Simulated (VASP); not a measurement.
# Si in VASP: single point with PBE+D3(BJ)

Aim: the single point of Si with PBE+D3(BJ).

Program: VASP 6.6.1. These are calculated values, not measurements. Logs are shortened: lines on timing, memory, paths and dates and some standing lists are left out, and cuts for length are marked.

### Step 1. The cell of the first run

The cell holds a slab with vacuum, 4 atoms: a = 3.848 Å, b = 3.848 Å, c = 18.442 Å, α = 90.00°, β = 90.00°, γ = 120.00°.

### Step 2. Single point, PBE+D3(BJ) (layers slid over each other)

The input, INCAR:

```
SYSTEM = Si
PREC = Accurate ; ENCUT = 520
EDIFF = 1E-6 ; ISMEAR = 0
SIGMA = 0.1 ; LREAL = .FALSE.
LASPH = .TRUE. ; NELM = 80
ALGO = Normal ; ISIF = 2
LWAVE = .FALSE. ; LCHARG = .TRUE.
LDIPOL = .TRUE. ; IDIPOL = 3
DIPOL = 0.5 0.5 0.389 ; GGA = PE
IVDW = 12 ; LELF = .TRUE.
LVHAR = .TRUE. ; LVACPOTAV = .TRUE.
NBANDS = 16
```

The input, KPOINTS:

```
regular mesh
0
G
  9 9 1
  0 0 0
```

The input, POSCAR:

```
Si
1.0
    3.8475254764      0.0000000000      0.0000000000
   -1.9237627382      3.3320548043      0.0000000000
    0.0000000000      0.0000000000     18.4415958250
Si
4
Direct
    0.3333333333      0.6666666667      0.2695427207
    0.6666666667      0.3333333333      0.2440135899
    0.6666666667      0.6666666667      0.5336629172
    0.3333333333      1.0000000000      0.5081337863
```

Potentials or basis: VASP PAW PBE potentials, release 64 (Si).

On the command line:

```bash
cat potpaw_PBE.64/Si/POTCAR > POTCAR
mpirun -np 1 vasp_std > vasp.out
```

OUTCAR:

```text
SYSTEM = Si
   PREC = Accurate
   ENCUT = 520
   EDIFF = 1E-6
   ISMEAR = 0
   LREAL = .FALSE.
   LASPH = .TRUE.
   NELM = 80
   ISIF = 2
   GGA = PE
   IVDW = 12
 IVDW          = 12

 ion  position               nearest neighbor table
   1  0.333  0.667  0.270-   2 2.27   2 2.27   2 2.27
   2  0.667  0.333  0.244-   1 2.27   1 2.27   1 2.27
   3  0.667  0.667  0.534-   4 2.27   4 2.27   4 2.27
   4  0.333  0.000  0.508-   3 2.27   3 2.27   3 2.27

  LATTYP: Found a hexagonal cell.
 ALAT       =     3.8475254764
 C/A-ratio  =     4.7931055787

  Lattice vectors:

 A1 = (   3.8475254764,   0.0000000000,   0.0000000000)
 A2 = (  -1.9237627382,   3.3320548043,   0.0000000000)
 A3 = (   0.0000000000,   0.0000000000,  18.4415958250)

Analysis of symmetry for initial positions (statically):
=====================================================================
 Subroutine PRICEL returns:
 Original cell was already a primitive cell.

 Routine SETGRP: Setting up the symmetry group for a
 hexagonal supercell.

 Subroutine GETGRP returns: Found  2 space group operations
 (whereof  1 operations were pure point group operations)
 out of a pool of 24 trial point group operations.

The static configuration has the point symmetry C_1 .
 The point group associated with its full space group is C_2 .

Analysis of symmetry for dynamics (positions and initial velocities):
=====================================================================
 Subroutine PRICEL returns:
 Original cell was already a primitive cell.

 Routine SETGRP: Setting up the symmetry group for a
 hexagonal supercell.

 Subroutine GETGRP returns: Found  2 space group operations
 (whereof  1 operations were pure point group operations)
 out of a pool of 24 trial point group operations.

The dynamic configuration has the point symmetry C_1 .
 The point group associated with its full space group is C_2 .

 Subroutine INISYM returns: Found  2 space group operations
 (whereof  1 operations are pure point group operations),
 and found     1 'primitive' translations

----------------------------------------------------------------------------------------

                                     Primitive cell

  volume of cell :     236.4243

  direct lattice vectors                    reciprocal lattice vectors
     3.847525476  0.000000000  0.000000000     0.259907311  0.150057556  0.000000000
    -1.923762738  3.332054804  0.000000000     0.000000000  0.300115112  0.000000000
     0.000000000  0.000000000 18.441595825     0.000000000  0.000000000  0.054225242

  length of vectors
     3.847525476  3.847525476 18.441595825     0.300115112  0.300115112  0.054225242

  position of ions in fractional coordinates (direct lattice)
     0.333333333  0.666666667  0.269542721
     0.666666667  0.333333333  0.244013590
     0.666666667  0.666666667  0.533662917
     0.333333333  0.000000000  0.508133786

  ion indices of the primitive-cell ions
   primitive index   ion index
                 1           1
                 2           2
                 3           3
                 4           4

----------------------------------------------------------------------------------------

 KPOINTS: regular mesh

Automatic generation of k-mesh.
 Grid dimensions read from file:
 generate k-points for:    9    9    1

 Generating k-lattice:

  Cartesian coordinates                     Fractional coordinates (reciprocal lattice)
     0.028878590  0.016673062  0.000000000     0.111111111  0.000000000  0.000000000
     0.000000000  0.033346124  0.000000000     0.000000000  0.111111111  0.000000000
     0.000000000  0.000000000  0.054225242     0.000000000  0.000000000  1.000000000

  Length of vectors
     0.033346124  0.033346124  0.054225242

  Shift w.r.t. Gamma in fractional coordinates (k-lattice)
     0.000000000  0.000000000  0.000000000

 Subroutine IBZKPT returns following result:
 ===========================================

 Found     25 irreducible k-points:

 Following reciprocal coordinates:
            Coordinates               Weight
  0.000000  0.000000  0.000000      1.000000
  0.111111  0.000000  0.000000      2.000000
  0.000000  0.111111  0.000000      4.000000
  0.222222 -0.000000  0.000000      2.000000
  0.000000  0.222222  0.000000      4.000000
  0.333333  0.000000  0.000000      2.000000
[... 16 lines left out ...]
 -0.222222 -0.444444  0.000000      4.000000
  0.444444  0.333333  0.000000      4.000000
   k-points           NKPTS =     25   k-points in BZ     NKDIM =     25   number of bands    NBANDS=     16
   number of dos      NEDOS =    301   number of ions     NIONS =      4
   total plane-waves  NPLWV = 126000
   dimension x,y,z NGX =    30 NGY =   30 NGZ =  140
   dimension x,y,z NGXF=    60 NGYF=   60 NGZF=  280
   ions per type =               4
   NGX,Y,Z   is equivalent  to a cutoff of  12.96, 12.96, 12.62 a.u.
   NGXF,Y,Z  is equivalent  to a cutoff of  25.93, 25.93, 25.24 a.u.
 SYSTEM =  Si
   PREC   = accura    normal or accurate (medium, high low for compatibility)
   ISTART =      0    job   : 0-new  1-cont  2-samecut
   ICHARG =      2    charge: 1-file 2-atom 10-const
   ISPIN  =      1    spin polarized calculation?
   LNONCOLLINEAR =      F non collinear calculations
   LSORBIT =      F    spin-orbit coupling
   LASPH  =      T    aspherical Exc in radial PAW
   ENCUT  =  520.0 eV  38.22 Ry    6.18 a.u.   7.15  7.15 34.29*2*pi/ulx,y,z
   NELM   =     80;   NELMIN=  2; NELMDL= -5     # of ELM steps
   EDIFF  = 0.1E-05   stopping-criterion for ELM
   LREAL  =      F    real-space projection
   EDIFFG = 0.1E-04   stopping-criterion for IOM
   NSW    =      0    number of steps for IOM
   IBRION =     -1    ionic relax: 0-MD 1-quasi-New 2-CG
   NFREE  =      0    steps in history (QN), initial steepest desc. (CG)
   ISIF   =      2    stress and relaxation
   ISYM   =      2    0-nonsym 1-usesym 2-fastsym
   POTIM  = 0.5000    time-step for ionic-motion
   TEBEG  =    0.0;   TEEND  =   0.0 temperature during run
   PSTRESS=    0.0 pullay stress
   NELECT =      16.0000    total number of electrons
   NUPDOWN=      -1.0000    fix difference up-down
   EMIN   =  10.00;   EMAX   =-10.00  energy-range for DOS
   EFERMI =   0.00;   METHOD = LEGACY
   ISMEAR =     0;   SIGMA  =   0.10  broadening in eV -4-tet -1-fermi 0-gaus
   EFERMI_NEDOS =   21; number of points for ismear=-14 and -15
   IALGO  =     38    algorithm
   IMIX   =      4    mixing-type and parameters
     AMIX     =   0.40;   BMIX     =  1.00
     AMIX_MAG =   1.60;   BMIX_MAG =  1.00
  volume/ion in A,a.u.               =      59.11       398.87
  Fermi-wavevector in a.u.,A,eV,Ry     =   0.667141  1.260713  6.055637  0.445077
  Thomas-Fermi vector in A             =   1.741657
   LORBIT       =      0    0 simple, 1 ext, 2 COOP (PROOUT), +10 PAW based schemes
   GGA     = PE    functional components
   LHFCALC =     F    Hartree Fock is set to
   AEXX    =    0.0000 exact exchange contribution
   IVDW    =    12    specifies the selected vdW correction
   LEPSILON=     F    determine dielectric tensor
   LRPA    =     F    only Hartree local field effects (RPA)
 non-spin polarized calculation
 Gauss-broadening in eV      SIGMA  =   0.10
  energy-cutoff  :      520.00
  volume of cell :      236.42
 maximum number of plane-waves:      6399
 NGX is ok and might be reduce to    30
   NGX = 15   NGY = 15   NGZ = 69

 dipolmoment           0.000000      0.000000      0.000123 electrons x Angstroem

 number of electron      16.0000002 magnetization

 dipolmoment           0.000000      0.000000     -0.000002 electrons x Angstroem

 Free energy of the ion-electron system (eV)
  ---------------------------------------------------
  ext. energy  EPLUGINS =         0.00000000
  ---------------------------------------------------
  free energy    TOTEN  =       -19.15160779 eV

  energy without entropy =      -19.15050588  energy(sigma->0) =      -19.15105683

 E-fermi :  -0.9957     XC(G=0):  -4.2806

 val. band max:       -1.0924491830   @ k =   0.3333   0.3333   0.0000
 cond. band min:      -0.8989581528   @ k =   0.3333   0.3333   0.0000
 fundamental gap:      0.1934910303
 Fermi energy:        -0.9957026971

 k-point     1 :       0.0000    0.0000    0.0000
  band No.  band energies     occupation
      1     -12.1184      2.00000
      2     -12.0744      2.00000
      3      -4.4503      2.00000
      4      -3.9381      2.00000
      5      -2.1864      2.00000
      6      -2.1861      2.00000
[... 8 lines left out ...]
     15       2.0612      0.00000
     16       2.3532      0.00000

 k-point     2 :       0.1111    0.0000    0.0000
  band No.  band energies     occupation
      1     -11.9728      2.00000
      2     -11.9290      2.00000
      3      -4.3476      2.00000
      4      -3.8723      2.00000
      5      -3.1590      2.00000
      6      -3.1071      2.00000
[... 8 lines left out ...]
     15       2.5669      0.00000
     16       2.5872      0.00000

 k-point     3 :       0.0000    0.1111    0.0000
  band No.  band energies     occupation
      1     -11.9727      2.00000
      2     -11.9291      2.00000
      3      -4.3457      2.00000
      4      -3.8753      2.00000
      5      -3.1494      2.00000
      6      -3.1157      2.00000
[... 8 lines left out ...]
     15       2.5718      0.00000
     16       2.5828      0.00000
[... 362 lines left out ...]
 k-point    23 :      -0.2222   -0.4444    0.0000
  band No.  band energies     occupation
      1      -9.6203      2.00000
      2      -9.5895      2.00000
      3      -8.0734      2.00000
      4      -8.0376      2.00000
      5      -5.0602      2.00000
      6      -5.0304      2.00000
[... 8 lines left out ...]
     15       4.6674      0.00000
     16       5.1259      0.00000

 k-point    24 :       0.4444    0.3333    0.0000
  band No.  band energies     occupation
      1      -9.6210      2.00000
      2      -9.5888      2.00000
      3      -8.0664      2.00000
      4      -8.0446      2.00000
      5      -5.0577      2.00000
      6      -5.0328      2.00000
[... 8 lines left out ...]
     15       4.6282      0.00000
     16       5.1396      0.00000

 [... further k-points ...]

------------------------ aborting loop because EDIFF is reached ----------------------------------------

 Edisp (eV)   -0.91126

 E8    (eV) :    -0.3857

  FORCE on cell =-STRESS in cart. coord.  units (eV):
  Direction    XX          YY          ZZ          XY          YZ          ZX
  --------------------------------------------------------------------------------------
  -------------------------------------------------------------------------------------
  Total      -0.11676    -0.10717    -0.70143    -0.00831     0.00041    -0.00024
  in kB      -0.79126    -0.72625    -4.75339    -0.05630     0.00278    -0.00160
  external pressure =       -2.09 kB  Pullay stress =        0.00 kB

 VOLUME and BASIS-vectors are now :
 -----------------------------------------------------------------------------
  energy-cutoff  :      520.00
  volume of cell :      236.42
      direct lattice vectors                 reciprocal lattice vectors
     3.847525476  0.000000000  0.000000000     0.259907311  0.150057556  0.000000000
    -1.923762738  3.332054804  0.000000000     0.000000000  0.300115112  0.000000000
     0.000000000  0.000000000 18.441595825     0.000000000  0.000000000  0.054225242

 POSITION                                       TOTAL-FORCE (eV/Angst)
 -----------------------------------------------------------------------------------
     -0.00000      2.22137      4.97080        -0.000631      0.001986      0.104502
      1.92376      1.11068      4.50000         0.000494     -0.001748      0.040514
      1.28251      2.22137      9.84160        -0.001267      0.001302     -0.040514
      1.28251      0.00000      9.37080         0.001404     -0.001540     -0.104502
 -----------------------------------------------------------------------------------
    total drift:                                0.000002      0.000001     -0.000024

  FREE ENERGIE OF THE ION-ELECTRON SYSTEM (eV)
  ---------------------------------------------------
  free  energy   TOTEN  =       -20.0628662795 eV

  energy  without entropy=      -20.0617643621  energy(sigma->0) =      -20.06231532

 vacuum level on the upper side and lower side of the slab         3.608         3.608
```

Wall time 2.7 min (1 thread of Intel Xeon Platinum 8259CL at 2.50GHz (Skylake/Cascade Lake), shared host); peak memory 0.36 GiB.

What came out:

| Property | Result |
| --- | --- |
| Free energy | -20.0629 eV |
| Largest force | 0.105 eV/Å |
| Band gap on the k mesh | 0.19 eV |
| Dispersion energy per atom | -0.228 eV |

Forces in eV/Å, atoms in the order of the input:
```
Si  -0.001  0.002  0.105
Si   0.000 -0.002  0.041
Si  -0.001  0.001 -0.041
Si   0.001 -0.002 -0.105
```

Levels at points of the mesh, in eV from the valence-band top:
```csv
k point,band 5,band 6,band 7,band 8,band 9,band 10,band 11,band 12
"(0.00, 0.00, 0.00)",-1.09,-1.09,-1.08,-1.08,2.15,2.15,2.29,3.13
```

Caveat: the cell differs from its parent crystal (layers slid over each other).
